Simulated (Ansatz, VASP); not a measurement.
## MoS2 in VASP and in Ansatz

Contents of INCAR:

```
SYSTEM = MoS2
PREC = Accurate
ENCUT = 520
EDIFF = 1E-6
ISMEAR = 0
SIGMA = 0.05
LREAL = .FALSE.
LASPH = .TRUE.
NELM = 60
ALGO = Normal
ISIF = 2
LWAVE = .FALSE.
LCHARG = .FALSE.
GGA = PE
IVDW = 12
NBANDS = 20
```

KPOINTS

```
regular mesh
0
G
  12 12 4
  0 0 0
```

The input POSCAR:

```
MoS2
1.0
    3.1497239970      0.0000000000      0.0000000000
   -1.5748619985      2.7277409963      0.0000000000
    0.0000000000      0.0000000000      6.6475426602
Mo S
1 2
Direct
    0.0000000000      0.0000000000      0.0000000000
    0.3333333333      0.6666666667      0.2206260846
    0.3333333333      0.6666666667      0.7492876098
```

Input for Ansatz:

```yaml
crystal:
  lattice:
    - [3.149723997, 0.0, 0.0]
    - [-1.5748619985, 2.7277409963, 0.0]
    - [0.0, 0.0, 6.6475426602]
  atoms:
    - { symbol: Mo, position: [0.0, 0.0, 0.0] }
    - { symbol: S, position: [0.3333333333, 0.6666666667, 0.2206260846] }
    - { symbol: S, position: [0.3333333333, 0.6666666667, 0.7492876098] }
basis:
  ecutwfc: 420
kpoints:
  mp_grid: { grid: [12, 12, 4] }
hamiltonian:
  xc: pbe
  dispersion: d3bj
scf:
  occupations: { method: gaussian, width: 0.05 }
output:
  forces: true
  stress: true
  eigenvalues: true
  write_density: true
  write_potential: true
  elf: true
  volumetric_format: npy
```

Change from the starting cell: all S atoms moved -0.100 Å, as atom 2 along Cartesian [0 0 1].

Alike in both runs: task single point; functional PBE; dispersion D3(BJ); k mesh 12 × 12 × 4; occupations gaussian, width 0.05 eV; no spin polarisation.

```csv
,VASP,Ansatz
version,VASP 6.6.1,Ansatz 0.2.0
potentials or method,"VASP PAW PBE potentials, release 64 (Mo_sv, S), cutoff 520 eV","scalar-relativistic, plane waves, PAW"
valence electrons in the cell,26,26
```

VASP gave:

- gap on the k mesh at the Fermi level (eV): 1.01
- least direct gap on the mesh (eV): 1.76
- pressure (GPa): 0.7
- traceless stress, the component that is largest in VASP (GPa): -0.22
- rms of the force components (eV/Å): 1.241

Problem. What did Ansatz give for the same quantities?

Solution. gap on the k mesh at the Fermi level (eV): 1.00; least direct gap on the mesh (eV): 1.76; pressure (GPa): 0.9; traceless stress, the component that is largest in VASP (GPa): -0.18; rms of the force components (eV/Å): 1.243.

Atom by atom the forces differ by 0.007 eV/Å (rms over components).
